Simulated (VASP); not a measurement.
# ZnS (P6_3mc) in VASP: single point with PBEsol

Aim: the single point of ZnS with PBEsol.

All numbers are computed with VASP 6.6.1; they aren't measurements. Logs are shortened: lines on timing, memory, paths and dates and some standing lists are left out, and cuts for length are marked.

## 1. The cell of the first run

The structure is hexagonal, space group P6_3mc (No. 186). Conventional cell: a = 3.782 Å, b = 3.782 Å, c = 6.208 Å, α = 90.00°, β = 90.00°, γ = 120.00°. Zn (site symmetry 3m) has 4 S at 2.32 Å within 3.1 Å. Within 3.1 Å of S (site symmetry 3m) lie 4 Zn at 2.32 Å.

## 2. Single point, PBEsol, non-collinear spin, zero start, spin-orbit coupling

Input file INCAR:

```
PREC = Accurate
ENCUT = 520
EDIFF = 1E-6
ISMEAR = 0
SIGMA = 0.01
LREAL = False
LASPH = True
NELM = 150
ALGO = Normal
ISIF = 2
LWAVE = False
LCHARG = False
MAGMOM = 0 0 0 0 0 0 0 0 0 0 0 0
LORBIT = 11
LSORBIT = True
GGA_COMPAT = False
LORBMOM = True
GGA = PS
NBANDS = 50
```

Input file KPOINTS:

```
Automatic mesh
0
Gamma
  9 9 4
```

Input file POSCAR:

```
ZnS
1.0
    3.7822799599      0.0000000000      0.0000000000
   -1.8911399799      3.2755505295      0.0000000000
    0.0000000000      0.0000000000      6.2079685997
Zn S
2 2
Direct
    0.3333333333      0.6666666667      0.0004339381
    0.6666666667      0.3333333333      0.5004339381
    0.3333333333      0.6666666667      0.3745660619
    0.6666666667      0.3333333333      0.8745660619
```

Potentials or basis: VASP PAW PBE potentials, release 64 (Zn, S).

On the command line:

```sh
$ cat potpaw_PBE.64/Zn/POTCAR potpaw_PBE.64/S/POTCAR > POTCAR
$ mpirun -np 1 vasp_ncl > vasp.out
```

OUTCAR:

```text
PREC = Accurate
   ENCUT = 520
   EDIFF = 1E-6
   ISMEAR = 0
   LREAL = False
   LASPH = True
   NELM = 150
   ISIF = 2
   LORBIT = 11
   LSORBIT = True
   GGA = PS

 ion  position               nearest neighbor table
   1  0.333  0.667  0.000-   4 2.32   4 2.32   4 2.32   3 2.32
   2  0.667  0.333  0.500-   3 2.32   3 2.32   3 2.32   4 2.32
   3  0.333  0.667  0.375-   2 2.32   2 2.32   2 2.32   1 2.32
   4  0.667  0.333  0.875-   1 2.32   1 2.32   1 2.32   2 2.32

  LATTYP: Found a hexagonal cell.
 ALAT       =     3.7822799599
 C/A-ratio  =     1.6413297444

  Lattice vectors:

 A1 = (   3.7822799599,   0.0000000000,   0.0000000000)
 A2 = (  -1.8911399799,   3.2755505295,   0.0000000000)
 A3 = (   0.0000000000,   0.0000000000,   6.2079685997)

Analysis of symmetry for initial positions (statically):
=====================================================================
 Subroutine PRICEL returns:
 Original cell was already a primitive cell.

 Routine SETGRP: Setting up the symmetry group for a
 hexagonal supercell.

 Subroutine GETGRP returns: Found 12 space group operations
 (whereof  6 operations were pure point group operations)
 out of a pool of 24 trial point group operations.

The static configuration has the point symmetry C_3v.
 The point group associated with its full space group is C_6v.

Analysis of symmetry for dynamics (positions and initial velocities):
=====================================================================
 Subroutine PRICEL returns:
 Original cell was already a primitive cell.

 Routine SETGRP: Setting up the symmetry group for a
 hexagonal supercell.

 Subroutine GETGRP returns: Found 12 space group operations
 (whereof  6 operations were pure point group operations)
 out of a pool of 24 trial point group operations.

The dynamic configuration has the point symmetry C_3v.
 The point group associated with its full space group is C_6v.

Analysis of structural, dynamic, and magnetic symmetry:
=====================================================================
 Subroutine PRICEL returns:
 Original cell was already a primitive cell.

 Routine SETGRP: Setting up the symmetry group for a
 hexagonal supercell.

 Subroutine GETGRP returns: Found 12 space group operations
 (whereof  6 operations were pure point group operations)
 out of a pool of 24 trial point group operations.

The overall configuration has the point symmetry C_3v.
 The point group associated with its full space group is C_6v.

 Subroutine INISYM returns: Found 12 space group operations
 (whereof  6 operations are pure point group operations),
 and found     1 'primitive' translations

----------------------------------------------------------------------------------------

                                     Primitive cell

  volume of cell :      76.9108

  direct lattice vectors                    reciprocal lattice vectors
     3.782279960  0.000000000  0.000000000     0.264390794  0.152646096  0.000000000
    -1.891139980  3.275550529  0.000000000     0.000000000  0.305292192  0.000000000
     0.000000000  0.000000000  6.207968600     0.000000000  0.000000000  0.161083289

  length of vectors
     3.782279960  3.782279960  6.207968600     0.305292192  0.305292192  0.161083289

  position of ions in fractional coordinates (direct lattice)
     0.333333333  0.666666667  0.000433938
     0.666666667  0.333333333  0.500433938
     0.333333333  0.666666667  0.374566062
     0.666666667  0.333333333  0.874566062

  ion indices of the primitive-cell ions
   primitive index   ion index
                 1           1
                 2           2
                 3           3
                 4           4

----------------------------------------------------------------------------------------

 KPOINTS: Automatic mesh

Automatic generation of k-mesh.
 Grid dimensions read from file:
 generate k-points for:    9    9    4

 Generating k-lattice:

  Cartesian coordinates                     Fractional coordinates (reciprocal lattice)
     0.029376755  0.016960677  0.000000000     0.111111111  0.000000000  0.000000000
     0.000000000  0.033921355  0.000000000     0.000000000  0.111111111  0.000000000
     0.000000000  0.000000000  0.040270822     0.000000000  0.000000000  0.250000000

  Length of vectors
     0.033921355  0.033921355  0.040270822

  Shift w.r.t. Gamma in fractional coordinates (k-lattice)
     0.000000000  0.000000000  0.000000000

 Subroutine IBZKPT returns following result:
 ===========================================

 Found     48 irreducible k-points:
[... 59 lines left out ...]
   EMIN   =  10.00;   EMAX   =-10.00  energy-range for DOS
   EFERMI =   0.00;   METHOD = LEGACY
   ISMEAR =     0;   SIGMA  =   0.01  broadening in eV -4-tet -1-fermi 0-gaus
   EFERMI_NEDOS =   21; number of points for ismear=-14 and -15
   IALGO  =     38    algorithm
   IMIX   =      4    mixing-type and parameters
     AMIX     =   0.40;   BMIX     =  1.00
     AMIX_MAG =   1.60;   BMIX_MAG =  1.00
  volume/ion in A,a.u.               =      19.23       129.75
  Fermi-wavevector in a.u.,A,eV,Ry     =   1.271100  2.402031 21.982880  1.615696
  Thomas-Fermi vector in A             =   2.404052
   LORBIT       =     11    0 simple, 1 ext, 2 COOP (PROOUT), +10 PAW based schemes
   GGA     = PS    functional components
   LHFCALC =     F    Hartree Fock is set to
   AEXX    =    0.0000 exact exchange contribution
   IVDW    =     0    specifies the selected vdW correction
   LEPSILON=     F    determine dielectric tensor
   LRPA    =     F    only Hartree local field effects (RPA)
 Gauss-broadening in eV      SIGMA  =   0.01
  energy-cutoff  :      520.00
  volume of cell :       76.91
 maximum number of plane-waves:      4174
   NGX = 15   NGY = 15   NGZ = 23

 number of electron      35.9999970 magnetization       0.0000000     -0.0000000     -0.0000000

 number of electron      35.9999970 magnetization      -0.0000000      0.0000000      0.0000000

 number of electron      35.9999970 magnetization       0.0000000      0.0000000      0.0000000

 number of electron      35.9999970 magnetization      -0.0000000     -0.0000000     -0.0000000

 Free energy of the ion-electron system (eV)
  ---------------------------------------------------
  ext. energy  EPLUGINS =         0.00000000
  ---------------------------------------------------
  free energy    TOTEN  =       -15.17746414 eV

  energy without entropy =      -15.17746414  energy(sigma->0) =      -15.17746414

 E-fermi :   2.3664     XC(G=0):  -9.9634

 val. band max:        2.2967638574   @ k =   0.0000   0.0000   0.0000
 cond. band min:       4.4376430416   @ k =   0.0000   0.0000   0.0000
 fundamental gap:      2.1408791842
 Fermi energy:         2.3663646402

 k-point     1 :       0.0000    0.0000    0.0000
  band No.  band energies     occupation
      1     -11.0899      1.00000
      2     -11.0899      1.00000
      3     -10.0936      1.00000
      4     -10.0936      1.00000
      5      -4.3101      1.00000
      6      -4.3101      1.00000
[... 1213 lines left out ...]
     47       9.4189      0.00000
     48       9.4205      0.00000

 [... further k-points ...]

 [bands above 48 left out]

------------------------ aborting loop because EDIFF is reached ----------------------------------------

  FORCE on cell =-STRESS in cart. coord.  units (eV):
  Direction    XX          YY          ZZ          XY          YZ          ZX
  --------------------------------------------------------------------------------------
  -------------------------------------------------------------------------------------
  Total        0.0859136      0.0859136      0.0934019      0.0000000      0.0000000      0.0000000
  in kB        1.7897193      1.7897193      1.9457128      0.0000000      0.0000000      0.0000000
  external PRESSURE =       1.8417172 kB  Pullay stress =       0.0000000 kB

 VOLUME and BASIS-vectors are now :
 -----------------------------------------------------------------------------
  energy-cutoff  :      520.00
  volume of cell :       76.91
      direct lattice vectors                 reciprocal lattice vectors
     3.782279960  0.000000000  0.000000000     0.264390794  0.152646096  0.000000000
    -1.891139980  3.275550529  0.000000000     0.000000000  0.305292192  0.000000000
     0.000000000  0.000000000  6.207968600     0.000000000  0.000000000  0.161083289

 POSITION                                       TOTAL-FORCE (eV/Angst)
 -----------------------------------------------------------------------------------
     -0.00000      2.18370      0.00269        -0.000000      0.000000     -0.000866
      1.89114      1.09185      3.10668         0.000000      0.000000     -0.000866
     -0.00000      2.18370      2.32529        -0.000000     -0.000000      0.000866
      1.89114      1.09185      5.42928        -0.000000      0.000000      0.000866
 -----------------------------------------------------------------------------------
    total drift:                               -0.000000      0.000000      0.000633

  FREE ENERGIE OF THE ION-ELECTRON SYSTEM (eV)
  ---------------------------------------------------
  free  energy   TOTEN  =       -15.1774641399 eV

  energy  without entropy=      -15.1774641399  energy(sigma->0) =      -15.17746414

 orbital moment (x)

 # of ion     p       d       tot
 ----------------------------------------
  1         0.000  -0.000  -0.000
  2        -0.000   0.000   0.000
  3         0.000   0.000   0.000
  4        -0.000   0.000  -0.000
 ----------------------------------------
           -0.000   0.000   0.000

 orbital moment (y)

 # of ion     p       d       tot
 ----------------------------------------
  1         0.000  -0.000  -0.000
  2        -0.000   0.000   0.000
  3         0.000   0.000   0.000
  4        -0.000   0.000  -0.000
 ----------------------------------------
            0.000   0.000   0.000

 orbital moment (z)

 # of ion     p       d       tot
 ----------------------------------------
  1        -0.000   0.000   0.000
  2         0.000  -0.000  -0.000
  3         0.000   0.000   0.000
  4         0.000   0.000   0.000
 ----------------------------------------
            0.000   0.000   0.000

 Spin-Orbit-Coupling matrix elements

 Ion:    1  E_soc:     -0.0085458
 l=   1
     0.0000000    -0.0004263    -0.0004287
    -0.0004263     0.0000000    -0.0004263
    -0.0004287    -0.0004263     0.0000000
 l=   2
     0.0000000    -0.0001983     0.0000000    -0.0001983    -0.0008016
    -0.0001983     0.0000000    -0.0006003    -0.0001962    -0.0001983
     0.0000000    -0.0006003     0.0000000    -0.0006003     0.0000000
    -0.0001983    -0.0001962    -0.0006003     0.0000000    -0.0001983
    -0.0008016    -0.0001983     0.0000000    -0.0001983     0.0000000
 l=   3
     0.0000000     0.0000000     0.0000000     0.0000000     0.0000000     0.0000000     0.0000000
     0.0000000     0.0000000     0.0000000     0.0000000     0.0000000     0.0000000     0.0000000
     0.0000000     0.0000000     0.0000000     0.0000000     0.0000000     0.0000000     0.0000000
     0.0000000     0.0000000     0.0000000     0.0000000     0.0000000     0.0000000     0.0000000
[... 49 lines left out ...]
 l=   2
     0.0000000     0.0000000     0.0000000     0.0000000     0.0000000
     0.0000000     0.0000000     0.0000000     0.0000000     0.0000000
     0.0000000     0.0000000     0.0000000     0.0000000     0.0000000
     0.0000000     0.0000000     0.0000000     0.0000000     0.0000000
     0.0000000     0.0000000     0.0000000     0.0000000     0.0000000
 l=   3
     0.0000000     0.0000000     0.0000000     0.0000000     0.0000000     0.0000000     0.0000000
     0.0000000     0.0000000     0.0000000     0.0000000     0.0000000     0.0000000     0.0000000
     0.0000000     0.0000000     0.0000000     0.0000000     0.0000000     0.0000000     0.0000000
     0.0000000     0.0000000     0.0000000     0.0000000     0.0000000     0.0000000     0.0000000
     0.0000000     0.0000000     0.0000000     0.0000000     0.0000000     0.0000000     0.0000000
     0.0000000     0.0000000     0.0000000     0.0000000     0.0000000     0.0000000     0.0000000
     0.0000000     0.0000000     0.0000000     0.0000000     0.0000000     0.0000000     0.0000000

 total charge

# of ion       s       p       d       tot
------------------------------------------
    1        0.531   0.504   9.802  10.836
    2        0.531   0.504   9.802  10.836
    3        1.308   2.424   0.000   3.732
    4        1.308   2.424   0.000   3.732
--------------------------------------------------
tot          3.678   5.855  19.603  29.137

 magnetization (x)

# of ion       s       p       d       tot
------------------------------------------
    1        0.000   0.000   0.000   0.000
    2       -0.000  -0.000   0.000  -0.000
    3        0.000   0.000   0.000   0.000
    4       -0.000   0.000   0.000  -0.000
--------------------------------------------------
tot         -0.000   0.000   0.000  -0.000

 magnetization (y)

# of ion       s       p       d       tot
------------------------------------------
    1        0.000   0.000   0.000   0.000
    2       -0.000   0.000   0.000   0.000
    3        0.000  -0.000   0.000  -0.000
    4        0.000   0.000   0.000   0.000
--------------------------------------------------
tot         -0.000  -0.000   0.000  -0.000

 magnetization (z)

# of ion       s       p       d       tot
------------------------------------------
    1        0.000  -0.000   0.000  -0.000
    2        0.000   0.000   0.000   0.000
    3        0.000  -0.000   0.000  -0.000
    4        0.000  -0.000   0.000  -0.000
--------------------------------------------------
tot          0.000  -0.000   0.000  -0.000
```

It took 4.3 min on 1 thread of Intel Xeon Platinum 8488C (Sapphire Rapids), shared host; peak memory 0.49 GiB.

What came out:

| Quantity | Value |
| --- | --- |
| Free energy | -15.1775 eV |
| Pressure | 0.2 GPa |
| Net moment | 0.00 μB per cell |
| Valence electrons inside the program's atomic spheres | Zn 10.84; S 3.73 |

Moments on the atoms (μB; x, y, z):
```
Zn  0.00 0.00 0.00
Zn  0.00 0.00 0.00
S   0.00 0.00 0.00
S   0.00 0.00 0.00
```

Caveat: the PAW data sets were made with another functional, which shifts forces and pressure a little.
